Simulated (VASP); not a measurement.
# Lu (Fm-3m) in VASP: a series of runs

Runs on Lu. Level: revPBE. Tasks: single point, relaxation of cell and atoms.

Program: VASP 6.6.1. These are calculated values, not measurements. Logs are shortened: lines on timing, memory, paths and dates and some standing lists are left out, and cuts for length are marked.

## 1. The cell of the first run

It takes space group Fm-3m (No. 225, cubic). Conventional cell: a = 5.071 Å, b = 5.071 Å, c = 5.071 Å, α = 90.00°, β = 90.00°, γ = 90.00°. Within 4.7 Å of Lu (site symmetry m-3m) lie 12 Lu at 3.59 Å.

## 2. Single point, revPBE (volume scaled by 1.08)

INCAR

```
SYSTEM = Lu
PREC = Accurate
ENCUT = 520
EDIFF = 1E-6
ISMEAR = -1
SIGMA = 0.1
LREAL = .False.
LASPH = .True.
NELM = 60
ALGO = Normal
ISIF = 2
LWAVE = .False.
LCHARG = .False.
GGA = RE
NBANDS = 18
```

KPOINTS

```
regular mesh
0
Gamma
  12 12 12
  0 0 0
```

POSCAR

```
Lu
1.0
    0.0000000000      2.5354219915      2.5354219915
    2.5354219915      0.0000000000      2.5354219915
    2.5354219915      2.5354219915      0.0000000000
Lu
1
Direct
    0.0000000000      0.0000000000      0.0000000000
```

Potentials or basis: VASP PAW PBE potentials, release 64 (Lu).

Started as:

```
cat potpaw_PBE.64/Lu/POTCAR > POTCAR
mpirun -np 1 vasp_std > vasp.out
```

OUTCAR:

```text
SYSTEM = Lu
   PREC = Accurate
   ENCUT = 520
   EDIFF = 1E-6
   ISMEAR = -1
   LREAL = .False.
   LASPH = .True.
   NELM = 60
   ISIF = 2
   GGA = RE

 ion  position               nearest neighbor table
   1  0.000  0.000  0.000-

  LATTYP: Found a face centered cubic cell.
 ALAT       =     5.0708439830

  Lattice vectors:

 A1 = (   0.0000000000,   2.5354219915,   2.5354219915)
 A2 = (   2.5354219915,   0.0000000000,   2.5354219915)
 A3 = (   2.5354219915,   2.5354219915,   0.0000000000)

Analysis of symmetry for initial positions (statically):
=====================================================================
 Subroutine PRICEL returns:
 Original cell was already a primitive cell.

 Routine SETGRP: Setting up the symmetry group for a
 face centered cubic supercell.

 Subroutine GETGRP returns: Found 48 space group operations
 (whereof 48 operations were pure point group operations)
 out of a pool of 48 trial point group operations.

The static configuration has the point symmetry O_h .

Analysis of symmetry for dynamics (positions and initial velocities):
=====================================================================
 Subroutine PRICEL returns:
 Original cell was already a primitive cell.

 Routine SETGRP: Setting up the symmetry group for a
 face centered cubic supercell.

 Subroutine GETGRP returns: Found 48 space group operations
 (whereof 48 operations were pure point group operations)
 out of a pool of 48 trial point group operations.

The dynamic configuration has the point symmetry O_h .

 Subroutine INISYM returns: Found 48 space group operations
 (whereof 48 operations are pure point group operations),
 and found     1 'primitive' translations

----------------------------------------------------------------------------------------

                                     Primitive cell

  volume of cell :      32.5972

  direct lattice vectors                    reciprocal lattice vectors
     0.000000000  2.535421991  2.535421991    -0.197205831  0.197205831  0.197205831
     2.535421991  0.000000000  2.535421991     0.197205831 -0.197205831  0.197205831
     2.535421991  2.535421991  0.000000000     0.197205831  0.197205831 -0.197205831

  length of vectors
     3.585628167  3.585628167  3.585628167     0.341570518  0.341570518  0.341570518

  position of ions in fractional coordinates (direct lattice)
     0.000000000  0.000000000  0.000000000

  ion indices of the primitive-cell ions
   primitive index   ion index
                 1           1

----------------------------------------------------------------------------------------

 KPOINTS: regular mesh

Automatic generation of k-mesh.
 Grid dimensions read from file:
 generate k-points for:   12   12   12

 Generating k-lattice:

  Cartesian coordinates                     Fractional coordinates (reciprocal lattice)
    -0.016433819  0.016433819  0.016433819     0.083333333  0.000000000  0.000000000
     0.016433819 -0.016433819  0.016433819     0.000000000  0.083333333  0.000000000
     0.016433819  0.016433819 -0.016433819     0.000000000  0.000000000  0.083333333

  Length of vectors
     0.028464210  0.028464210  0.028464210

  Shift w.r.t. Gamma in fractional coordinates (k-lattice)
     0.000000000  0.000000000  0.000000000

 Subroutine IBZKPT returns following result:
 ===========================================

 Found     72 irreducible k-points:

 Following reciprocal coordinates:
            Coordinates               Weight
  0.000000  0.000000  0.000000      1.000000
  0.083333  0.000000  0.000000      8.000000
  0.166667  0.000000  0.000000      8.000000
  0.250000  0.000000  0.000000      8.000000
  0.333333  0.000000  0.000000      8.000000
  0.416667  0.000000  0.000000      8.000000
[... 16 lines left out ...]
  0.500000  0.166667  0.000000     24.000000
 -0.416667  0.166667  0.000000     24.000000
 [... further k-points ...]
   k-points           NKPTS =     72   k-points in BZ     NKDIM =     72   number of bands    NBANDS=     18
   number of dos      NEDOS =    301   number of ions     NIONS =      1
   total plane-waves  NPLWV =  21952
   dimension x,y,z NGX =    28 NGY =   28 NGZ =   28
   dimension x,y,z NGXF=    56 NGYF=   56 NGZF=   56
   ions per type =               1
   NGX,Y,Z   is equivalent  to a cutoff of  12.98, 12.98, 12.98 a.u.
   NGXF,Y,Z  is equivalent  to a cutoff of  25.96, 25.96, 25.96 a.u.
 SYSTEM =  Lu
   PREC   = accura    normal or accurate (medium, high low for compatibility)
   ISTART =      0    job   : 0-new  1-cont  2-samecut
   ICHARG =      2    charge: 1-file 2-atom 10-const
   ISPIN  =      1    spin polarized calculation?
   LNONCOLLINEAR =      F non collinear calculations
   LSORBIT =      F    spin-orbit coupling
   LASPH  =      T    aspherical Exc in radial PAW
   ENCUT  =  520.0 eV  38.22 Ry    6.18 a.u.   6.67  6.67  6.67*2*pi/ulx,y,z
   NELM   =     60;   NELMIN=  2; NELMDL= -5     # of ELM steps
   EDIFF  = 0.1E-05   stopping-criterion for ELM
   LREAL  =      F    real-space projection
   EDIFFG = 0.1E-04   stopping-criterion for IOM
   NSW    =      0    number of steps for IOM
   IBRION =     -1    ionic relax: 0-MD 1-quasi-New 2-CG
   NFREE  =      0    steps in history (QN), initial steepest desc. (CG)
   ISIF   =      2    stress and relaxation
   ISYM   =      2    0-nonsym 1-usesym 2-fastsym
   POTIM  = 0.5000    time-step for ionic-motion
   TEBEG  =    0.0;   TEEND  =   0.0 temperature during run
   PSTRESS=    0.0 pullay stress
   NELECT =      25.0000    total number of electrons
   NUPDOWN=      -1.0000    fix difference up-down
   EMIN   =  10.00;   EMAX   =-10.00  energy-range for DOS
   EFERMI =   0.00;   METHOD = LEGACY
   ISMEAR =    -1;   SIGMA  =   0.10  broadening in eV -4-tet -1-fermi 0-gaus
   EFERMI_NEDOS =   21; number of points for ismear=-14 and -15
   IALGO  =     38    algorithm
   IMIX   =      4    mixing-type and parameters
     AMIX     =   0.40;   BMIX     =  1.00
     AMIX_MAG =   1.60;   BMIX_MAG =  1.00
  volume/ion in A,a.u.               =      32.60       219.98
  Fermi-wavevector in a.u.,A,eV,Ry     =   1.498516  2.831784 30.552546  2.245549
  Thomas-Fermi vector in A             =   2.610265
   LORBIT       =      0    0 simple, 1 ext, 2 COOP (PROOUT), +10 PAW based schemes
   GGA     = RE    functional components
   LHFCALC =     F    Hartree Fock is set to
   AEXX    =    0.0000 exact exchange contribution
   IVDW    =     0    specifies the selected vdW correction
   LEPSILON=     F    determine dielectric tensor
   LRPA    =     F    only Hartree local field effects (RPA)
 non-spin polarized calculation
  energy-cutoff  :      520.00
  volume of cell :       32.60
 maximum number of plane-waves:       899
   NGX = 13   NGY = 13   NGZ = 13

 number of electron      25.0000007 magnetization

 Free energy of the ion-electron system (eV)
  ---------------------------------------------------
  ext. energy  EPLUGINS =         0.00000000
  ---------------------------------------------------
  free energy    TOTEN  =        -4.20571351 eV

  energy without entropy =       -4.14711619  energy(sigma->0) =       -4.17641485

 E-fermi :   1.9272     XC(G=0): -10.0340

 val. band max:        1.9027668218   @ k =   0.4167   0.3333   0.0833
 cond. band min:       1.9282307527   @ k =   0.5000   0.1667   0.0833
 fundamental gap:      0.0254639309
 Fermi energy:         1.9272159576

 k-point     1 :       0.0000    0.0000    0.0000
  band No.  band energies     occupation
      1     -54.6182      2.00000
      2     -25.0870      2.00000
      3     -25.0870      2.00000
      4     -25.0870      2.00000
      5      -3.8450      2.00000
      6      -3.3109      2.00000
[... 10 lines left out ...]
     17       6.1654      0.00000
     18      11.6770      0.00000

 k-point     2 :       0.0833    0.0000    0.0000
  band No.  band energies     occupation
      1     -54.6171      2.00000
      2     -25.1098      2.00000
      3     -25.0901      2.00000
      4     -25.0901      2.00000
      5      -3.6751      2.00000
      6      -3.3080      2.00000
[... 10 lines left out ...]
     17       6.0754      0.00000
     18      12.0696      0.00000

 k-point     3 :       0.1667    0.0000    0.0000
  band No.  band energies     occupation
      1     -54.6140      2.00000
      2     -25.1715      2.00000
      3     -25.0985      2.00000
      4     -25.0985      2.00000
      5      -3.3007      2.00000
      6      -3.2795      2.00000
[... 10 lines left out ...]
     17       5.9536      0.00000
     18      12.3412      0.00000

 k-point     4 :       0.2500    0.0000    0.0000
  band No.  band energies     occupation
      1     -54.6098      2.00000
      2     -25.2544      2.00000
      3     -25.1100      2.00000
      4     -25.1100      2.00000
      5      -3.2958      2.00000
      6      -3.2743      2.00000
[... 10 lines left out ...]
     17       6.1458      0.00000
     18      11.2267      0.00000

 k-point     5 :       0.3333    0.0000    0.0000
  band No.  band energies     occupation
      1     -54.6056      2.00000
      2     -25.3359      2.00000
      3     -25.1214      2.00000
      4     -25.1214      2.00000
      5      -3.2976      2.00000
      6      -3.2679      2.00000
[... 10 lines left out ...]
     17       6.7235      0.00000
     18      10.2138      0.00000

 k-point     6 :       0.4167    0.0000    0.0000
  band No.  band energies     occupation
      1     -54.6025      2.00000
      2     -25.3947      2.00000
      3     -25.1297      2.00000
      4     -25.1297      2.00000
      5      -3.3005      2.00000
      6      -3.2765      2.00000
[... 307 lines left out ...]
 k-point    21 :       0.3333    0.1667    0.0000
  band No.  band energies     occupation
      1     -54.6056      2.00000
      2     -25.2894      2.00000
      3     -25.1450      2.00000
      4     -25.1440      2.00000
      5      -3.2844      2.00000
      6      -3.2686      2.00000
[... 10 lines left out ...]
     17       7.1036      0.00000
     18      11.4277      0.00000

 k-point    22 :       0.4167    0.1667    0.0000
  band No.  band energies     occupation
      1     -54.6022      2.00000
      2     -25.3481      2.00000
      3     -25.1640      2.00000
      4     -25.1513      2.00000
      5      -3.2872      2.00000
      6      -3.2727      2.00000
[... 10 lines left out ...]
     17       7.6051      0.00000
     18       9.8047      0.00000

 k-point    23 :       0.5000    0.1667    0.0000
  band No.  band energies     occupation
      1     -54.6000      2.00000
      2     -25.3829      2.00000
      3     -25.1816      2.00000
      4     -25.1517      2.00000
      5      -3.2895      2.00000
      6      -3.2792      2.00000
[... 10 lines left out ...]
     17       7.7446      0.00000
     18       8.6996      0.00000

 k-point    24 :      -0.4167    0.1667    0.0000
  band No.  band energies     occupation
      1     -54.5998      2.00000
      2     -25.3857      2.00000
      3     -25.1924      2.00000
      4     -25.1449      2.00000
      5      -3.2902      2.00000
      6      -3.2829      2.00000
[... 10 lines left out ...]
     17       7.8334      0.00000
     18       8.8575      0.00000

 [... further k-points ...]
[... 5 lines left out ...]
  --------------------------------------------------------------------------------------
  -------------------------------------------------------------------------------------
  Total       -0.5083959     -0.5083959     -0.5083959     -0.0000000     -0.0000000     -0.0000000
  in kB      -24.9880197    -24.9880197    -24.9880197     -0.0000000     -0.0000000     -0.0000000
  external PRESSURE =     -24.9880197 kB  Pullay stress =       0.0000000 kB

 VOLUME and BASIS-vectors are now :
 -----------------------------------------------------------------------------
  energy-cutoff  :      520.00
  volume of cell :       32.60
      direct lattice vectors                 reciprocal lattice vectors
     0.000000000  2.535421991  2.535421991    -0.197205831  0.197205831  0.197205831
     2.535421991  0.000000000  2.535421991     0.197205831 -0.197205831  0.197205831
     2.535421991  2.535421991  0.000000000     0.197205831  0.197205831 -0.197205831

 POSITION                                       TOTAL-FORCE (eV/Angst)
 -----------------------------------------------------------------------------------
      0.00000      0.00000      0.00000         0.000000      0.000000      0.000000
 -----------------------------------------------------------------------------------
    total drift:                               -0.000000     -0.000000     -0.000000

  FREE ENERGIE OF THE ION-ELECTRON SYSTEM (eV)
  ---------------------------------------------------
  free  energy   TOTEN  =        -4.2057135118 eV

  energy  without entropy=       -4.1471161860  energy(sigma->0) =       -4.17641485
```

Run time: 16 s. Hardware: 1 thread of Intel Xeon 6975P-C (Granite Rapids), shared host; peak memory 0.19 GiB.

Results:

```
Free energy : -4.2057 eV
Pressure    : -2.5 GPa
```

Levels at points of the mesh, in eV from the Fermi level:
| k point | band 8 | band 9 | band 10 | band 11 | band 12 | band 13 | band 14 | band 15 | band 16 | band 17 |
| --- | --- | --- | --- | --- | --- | --- | --- | --- | --- | --- |
| (0.00, 0.00, 0.00) | -5.20 | -5.20 | -5.15 | -5.15 | -5.15 | 2.15 | 2.15 | 2.15 | 4.24 | 4.24 |
| (0.50, 0.00, 0.00) | -5.17 | -5.16 | -5.16 | -5.14 | -2.41 | 0.03 | 1.97 | 1.97 | 5.75 | 5.75 |
| (0.50, 0.50, 0.00) | -5.18 | -5.17 | -5.17 | -5.16 | -1.75 | -0.58 | 1.45 | 5.77 | 6.19 | 6.19 |

Caveat: the PAW data sets were made with another functional, which shifts forces and pressure a little; spin-orbit coupling is left out, which moves the levels of the heavy elements.

[end of part 1 of 2]
